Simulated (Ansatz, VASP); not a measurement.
# Ir: VASP beside Ansatz

INCAR

```
  PREC = Accurate
  ENCUT = 400
  EDIFF = 1E-6
  ISMEAR = 0
  SIGMA = 0.1
  LREAL = False
  LASPH = True
  NELM = 120
  ALGO = Normal
  ISIF = 2
  LWAVE = False
  LCHARG = True
  LDIPOL = True
  IDIPOL = 3
  DIPOL = 0.5 0.5 0.305
  GGA = PE
  LELF = True
  LVHAR = True
  LVACPOTAV = True
  NBANDS = 66
  GGA_COMPAT = False
  NELMDL = -8
```

Contents of KPOINTS:

```
regular mesh
0
Gamma
  5 5 1
```

File POSCAR:

```
Ir
1.0
    5.4735201746      0.0000000000      0.0000000000
    0.0000000000      5.4735201746      0.0000000000
    0.0000000000      0.0000000000     19.1883372927
Ir
12
Direct
    0.2500000000      0.2500000000      0.2084599587
    0.2500000000      0.7500000000      0.2084599587
    0.7500000000      0.2500000000      0.2084599587
    0.7500000000      0.7500000000      0.2084599587
    0.0000000000      0.0000000000      0.3045662598
    0.0000000000      0.5000000000      0.3045662598
    0.5000000000      0.0000000000      0.3045662598
    0.5000000000      0.5000000000      0.3045662598
    0.2500000000      0.2500000000      0.4006776187
    0.2500000000      0.7500000000      0.4006776187
    0.7500000000      0.2500000000      0.4006776187
    0.7500000000      0.7500000000      0.4006776187
```

Input for Ansatz:

```yaml
crystal:
  lattice:
    - [5.4735201746, 0.0, 0.0]
    - [0.0, 5.4735201746, 0.0]
    - [0.0, 0.0, 19.1883372927]
  atoms:
    - { symbol: Ir, position: [0.25, 0.25, 0.2084599587] }
    - { symbol: Ir, position: [0.25, 0.75, 0.2084599587] }
    - { symbol: Ir, position: [0.75, 0.25, 0.2084599587] }
    - { symbol: Ir, position: [0.75, 0.75, 0.2084599587] }
    - { symbol: Ir, position: [0.0, 0.0, 0.3045662598] }
    - { symbol: Ir, position: [0.0, 0.5, 0.3045662598] }
    - { symbol: Ir, position: [0.5, 0.0, 0.3045662598] }
    - { symbol: Ir, position: [0.5, 0.5, 0.3045662598] }
    - { symbol: Ir, position: [0.25, 0.25, 0.4006776187] }
    - { symbol: Ir, position: [0.25, 0.75, 0.4006776187] }
    - { symbol: Ir, position: [0.75, 0.25, 0.4006776187] }
    - { symbol: Ir, position: [0.75, 0.75, 0.4006776187] }
basis:
  ecutwfc: 420
kpoints:
  mp_grid: { grid: [5, 5, 1] }
hamiltonian:
  xc: pbe
  pseudopotentials: { kind: paw, azcp: { folder: soft_1 } }
scf:
  occupations: { method: gaussian, width: 0.1 }
output:
  forces: true
  eigenvalues: true
efield:
  axis: 3
  dipole_correction: true
  ramp_width: 0.04
```

Alike in both runs: task single point; functional PBE; k mesh 5 × 5 × 1; occupations gaussian, width 0.1 eV; no spin polarisation.

```csv
,VASP,Ansatz
version,VASP 6.6.1,Ansatz 0.2.0
potentials or method,"VASP PAW PBE potentials, release 64 (Ir), cutoff 400 eV","scalar-relativistic, plane waves, PAW"
valence electrons in the cell,108,204
```

```tsv
	VASP	Ansatz	Ansatz less VASP
gap on the k mesh at the Fermi level (eV)	none	none	-
rms of the force components (eV/Å)	0.023	0.000	-0.0225
work function, face that differs most (eV)	5.35	5.36	+0.010
```

Atom by atom the forces differ by 0.023 eV/Å (rms over components). A gap of «none» marks a metal or a gap that the smearing closes. VASP's potentials hold 108 valence electrons a cell and Ansatz's 204, so a difference there can come from the potentials and not from the codes.

Spin-orbit coupling is off throughout.
